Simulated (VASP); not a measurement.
# NaHg3Se2 (P6/mmm) in VASP: single point with PBE

Aim: the single point of NaHg3Se2 with PBE.

Everything below comes from runs of VASP 6.6.1. Logs are shortened: lines on timing, memory, paths and dates and some standing lists are left out, and cuts for length are marked.

### 1 The cell of the first run

The structure is hexagonal, space group P6/mmm (No. 191). The conventional cell has a = 6.221 Å, b = 6.221 Å, c = 4.827 Å, α = 90.00°, β = 90.00°, γ = 120.00°. Within 4.7 Å of Na (site symmetry 6/mmm) lie 6 Se at 3.59 Å and 12 Hg at 3.94 Å. Within 4.0 Å of Hg (site symmetry mmm) lie 4 Se at 3.01 Å and 4 Hg at 3.11 Å and 4 Na at 3.94 Å. Se (site symmetry -6m2) has 6 Hg at 3.01 Å and 3 Se at 3.59 Å and 3 Na at 3.59 Å within 4.0 Å.

### 2 Single point, PBE

INCAR reads:

```
PREC = Accurate
ENCUT = 520
EDIFF = 1E-7
ISMEAR = 0
SIGMA = 0.1
LREAL = F
LASPH = T
NELM = 100
ALGO = Normal
ISIF = 2
LWAVE = F
LCHARG = F
GGA = PE
NBANDS = 36
```

KPOINTS reads:

```
regular mesh
0
Gamma
  3 3 4
```

POSCAR reads:

```
NaHg3Se2
1.0
    6.2213019900      0.0000000000      0.0000000000
   -3.1106510000      5.3878055700      0.0000000000
    0.0000000000      0.0000000000      4.8267475200
Na Hg Se
1 3 2
Direct
    0.0000000000      0.0000000000      0.0000000000
    0.5000000000      0.0000000000      0.5000000000
    0.5000000000      0.5000000000      0.5000000000
    0.0000000000      0.5000000000      0.5000000000
    0.3333333300      0.6666666700      0.0000000000
    0.6666666700      0.3333333300      0.0000000000
```

Potentials or basis: VASP PAW PBE potentials, release 64 (Na_pv, Hg, Se).

Run with:

```bash
> cat potpaw_PBE.64/Na_pv/POTCAR potpaw_PBE.64/Hg/POTCAR potpaw_PBE.64/Se/POTCAR > POTCAR
> mpirun -np 1 vasp_std > vasp.out
```

OUTCAR:

```text
PREC = Accurate
   ENCUT = 520
   EDIFF = 1E-7
   ISMEAR = 0
   LREAL = F
   LASPH = T
   NELM = 100
   ISIF = 2
   GGA = PE

 ion  position               nearest neighbor table
   1  0.000  0.000  0.000-
   2  0.500  0.000  0.500-   5 3.01   6 3.01   5 3.01   6 3.01   4 3.11   4 3.11   3 3.11   3 3.11

   3  0.500  0.500  0.500-   5 3.01   6 3.01   5 3.01   6 3.01   4 3.11   4 3.11   2 3.11   2 3.11

   4  0.000  0.500  0.500-   5 3.01   6 3.01   5 3.01   6 3.01   2 3.11   2 3.11   3 3.11   3 3.11

   5  0.333  0.667  0.000-   4 3.01   4 3.01   2 3.01   2 3.01   3 3.01   3 3.01
   6  0.667  0.333  0.000-   4 3.01   4 3.01   2 3.01   2 3.01   3 3.01   3 3.01

  LATTYP: Found a hexagonal cell.
 ALAT       =     6.2213019900
 C/A-ratio  =     0.7758420227

  Lattice vectors:

 A1 = (   6.2213019900,   0.0000000000,   0.0000000000)
 A2 = (  -3.1106510000,   5.3878055700,   0.0000000000)
 A3 = (   0.0000000000,   0.0000000000,   4.8267475200)

Analysis of symmetry for initial positions (statically):
=====================================================================
 Subroutine PRICEL returns:
 Original cell was already a primitive cell.

 Routine SETGRP: Setting up the symmetry group for a
 hexagonal supercell.

 Subroutine GETGRP returns: Found 24 space group operations
 (whereof 24 operations were pure point group operations)
 out of a pool of 24 trial point group operations.

The static configuration has the point symmetry D_6h.

Analysis of symmetry for dynamics (positions and initial velocities):
=====================================================================
 Subroutine PRICEL returns:
 Original cell was already a primitive cell.

 Routine SETGRP: Setting up the symmetry group for a
 hexagonal supercell.

 Subroutine GETGRP returns: Found 24 space group operations
 (whereof 24 operations were pure point group operations)
 out of a pool of 24 trial point group operations.

The dynamic configuration has the point symmetry D_6h.

 Subroutine INISYM returns: Found 24 space group operations
 (whereof 24 operations are pure point group operations),
 and found     1 'primitive' translations

----------------------------------------------------------------------------------------

[... 83 lines left out ...]
   NELM   =    100;   NELMIN=  2; NELMDL= -5     # of ELM steps
   EDIFF  = 0.1E-06   stopping-criterion for ELM
   LREAL  =      F    real-space projection
   EDIFFG = 0.1E-05   stopping-criterion for IOM
   NSW    =      0    number of steps for IOM
   IBRION =     -1    ionic relax: 0-MD 1-quasi-New 2-CG
   NFREE  =      0    steps in history (QN), initial steepest desc. (CG)
   ISIF   =      2    stress and relaxation
   ISYM   =      2    0-nonsym 1-usesym 2-fastsym
   POTIM  = 0.5000    time-step for ionic-motion
   TEBEG  =    0.0;   TEEND  =   0.0 temperature during run
   PSTRESS=    0.0 pullay stress
   NELECT =      55.0000    total number of electrons
   NUPDOWN=      -1.0000    fix difference up-down
   EMIN   =  10.00;   EMAX   =-10.00  energy-range for DOS
   EFERMI =   0.00;   METHOD = LEGACY
   ISMEAR =     0;   SIGMA  =   0.10  broadening in eV -4-tet -1-fermi 0-gaus
   EFERMI_NEDOS =   21; number of points for ismear=-14 and -15
   IALGO  =     38    algorithm
   IMIX   =      4    mixing-type and parameters
     AMIX     =   0.40;   BMIX     =  1.00
     AMIX_MAG =   1.60;   BMIX_MAG =  1.00
  volume/ion in A,a.u.               =      26.96       181.97
  Fermi-wavevector in a.u.,A,eV,Ry     =   1.142562  2.159129 17.761699  1.305448
  Thomas-Fermi vector in A             =   2.279260
   LORBIT       =      0    0 simple, 1 ext, 2 COOP (PROOUT), +10 PAW based schemes
   GGA     = PE    functional components
   LHFCALC =     F    Hartree Fock is set to
   AEXX    =    0.0000 exact exchange contribution
   IVDW    =     0    specifies the selected vdW correction
   LEPSILON=     F    determine dielectric tensor
   LRPA    =     F    only Hartree local field effects (RPA)
 non-spin polarized calculation
 Gauss-broadening in eV      SIGMA  =   0.10
  energy-cutoff  :      520.00
  volume of cell :      161.79
 maximum number of plane-waves:      4380
 NGX is ok and might be reduce to    48
   NGX = 23   NGY = 23   NGZ = 17

 number of electron      54.9999992 magnetization

 Free energy of the ion-electron system (eV)
  ---------------------------------------------------
  ext. energy  EPLUGINS =         0.00000000
  ---------------------------------------------------
  free energy    TOTEN  =        -8.75041381 eV

  energy without entropy =       -8.73486252  energy(sigma->0) =       -8.74263817

 E-fermi :   2.1746     XC(G=0):  -9.1483

 val. band max:        2.0676772882   @ k =   0.3333   0.3333   0.5000
 cond. band min:       2.1759824770   @ k =   0.0000   0.0000   0.2500
 fundamental gap:      0.1083051888
 Fermi energy:         2.1745589838

 k-point     1 :       0.0000    0.0000    0.0000
  band No.  band energies     occupation
      1     -22.9230      2.00000
      2     -22.8658      2.00000
      3     -22.8658      2.00000
      4     -11.0703      2.00000
      5      -9.9973      2.00000
      6      -5.7660      2.00000
[... 340 lines left out ...]
     35       7.5532      0.00000
     36       9.2583      0.00000

------------------------ aborting loop because EDIFF is reached ----------------------------------------

  FORCE on cell =-STRESS in cart. coord.  units (eV):
  Direction    XX          YY          ZZ          XY          YZ          ZX
  --------------------------------------------------------------------------------------
  -------------------------------------------------------------------------------------
  Total        2.6184502      2.6184502     -1.9218091     -0.0000000      0.0000000      0.0000000
  in kB       25.9302754     25.9302754    -19.0315015     -0.0000000      0.0000000      0.0000000
  external PRESSURE =      10.9430164 kB  Pullay stress =       0.0000000 kB

 VOLUME and BASIS-vectors are now :
 -----------------------------------------------------------------------------
  energy-cutoff  :      520.00
  volume of cell :      161.79
      direct lattice vectors                 reciprocal lattice vectors
     6.221301990  0.000000000  0.000000000     0.160738058  0.092802161  0.000000000
    -3.110651000  5.387805570  0.000000000     0.000000000  0.185604322  0.000000000
     0.000000000  0.000000000  4.826747520     0.000000000  0.000000000  0.207178850

 POSITION                                       TOTAL-FORCE (eV/Angst)
 -----------------------------------------------------------------------------------
      0.00000      0.00000      0.00000        -0.000000      0.000000     -0.000000
      3.11065      0.00000      2.41337        -0.000000      0.000000     -0.000000
      1.55533      2.69390      2.41337        -0.000000      0.000000     -0.000000
     -1.55533      2.69390      2.41337        -0.000000      0.000000     -0.000000
     -0.00000      3.59187      0.00000         0.000000      0.000000     -0.000000
      3.11065      1.79594      0.00000        -0.000000     -0.000000      0.000000
 -----------------------------------------------------------------------------------
    total drift:                                0.000000     -0.000000     -0.000000

  FREE ENERGIE OF THE ION-ELECTRON SYSTEM (eV)
  ---------------------------------------------------
  free  energy   TOTEN  =        -8.7504138116 eV

  energy  without entropy=       -8.7348625202  energy(sigma->0) =       -8.74263817
```

OSZICAR:

```text
N       E                     dE             d eps       ncg     rms          rms(c)
DAV:   1     0.477631416511E+03    0.47763E+03   -0.25651E+04   648   0.145E+03
DAV:   2     0.280075344734E+02   -0.44962E+03   -0.43249E+03   652   0.384E+02
DAV:   3    -0.892337695404E+01   -0.36931E+02   -0.36204E+02   764   0.106E+02
DAV:   4    -0.990473961275E+01   -0.98136E+00   -0.97478E+00   708   0.154E+01
DAV:   5    -0.991595226041E+01   -0.11213E-01   -0.11210E-01   736   0.188E+00    0.844E+00
DAV:   6    -0.877869086037E+01    0.11373E+01   -0.26592E+00   796   0.114E+01    0.701E+00
DAV:   7    -0.876734773162E+01    0.11343E-01   -0.51847E-01   704   0.287E+00    0.363E+00
DAV:   8    -0.875370651638E+01    0.13641E-01   -0.59754E-02   692   0.163E+00    0.352E-01
DAV:   9    -0.875013495083E+01    0.35716E-02   -0.23874E-02   732   0.106E+00    0.164E-01
DAV:  10    -0.875035467929E+01   -0.21973E-03   -0.28522E-03   684   0.346E-01    0.695E-02
DAV:  11    -0.875041517075E+01   -0.60491E-04   -0.43956E-04   712   0.105E-01    0.365E-02
DAV:  12    -0.875040848235E+01    0.66884E-05   -0.16588E-04   712   0.506E-02    0.944E-03
DAV:  13    -0.875041203853E+01   -0.35562E-05   -0.22800E-05   696   0.224E-02    0.779E-03
DAV:  14    -0.875041346806E+01   -0.14295E-05   -0.30637E-06   676   0.761E-03    0.210E-03
DAV:  15    -0.875041376375E+01   -0.29569E-06   -0.42490E-07   624   0.364E-03    0.131E-03
DAV:  16    -0.875041381156E+01   -0.47813E-07   -0.12321E-07   512   0.148E-03
   1 F= -.87504138E+01 E0= -.87426382E+01  d E =-.155513E-01
```

stdout:

```text
POSCAR found type information on POSCAR NaHgSe
 POSCAR found :  3 types and       6 ions
 scaLAPACK will be used
 LDA part: xc-table for (Slater+PW92), standard interpolation
 POSCAR, INCAR and KPOINTS ok, starting setup
 FFT: planning ... GRIDC
 FFT: planning ... GRID_SOFT
 FFT: planning ... GRID
 WAVECAR not read
 entering main loop
```

Run time: 69 s. Hardware: 1 thread of AMD EPYC 7R13 (Zen 3), shared host; peak memory 0.26 GiB.

Results:

| Item | Value |
| --- | --- |
| Free energy | -8.7504 eV |
| Pressure | 1.1 GPa |

Levels at points of the mesh, in eV from the Fermi level:
```csv
k point,band 23,band 24,band 25,band 26,band 27,band 28,band 29,band 30,band 31,band 32
"(0.00, 0.00, 0.00)",-3.30,-3.30,-1.93,-1.93,-0.30,0.64,1.71,1.71,2.27,2.45
"(0.00, 0.00, 0.50)",-3.25,-3.25,-1.08,-1.08,-0.72,-0.72,1.09,1.09,1.56,1.66
```

Caveat: the k points lie up to 0.39 Å⁻¹ apart; spin-orbit coupling is left out, which moves the levels of the heavy elements.
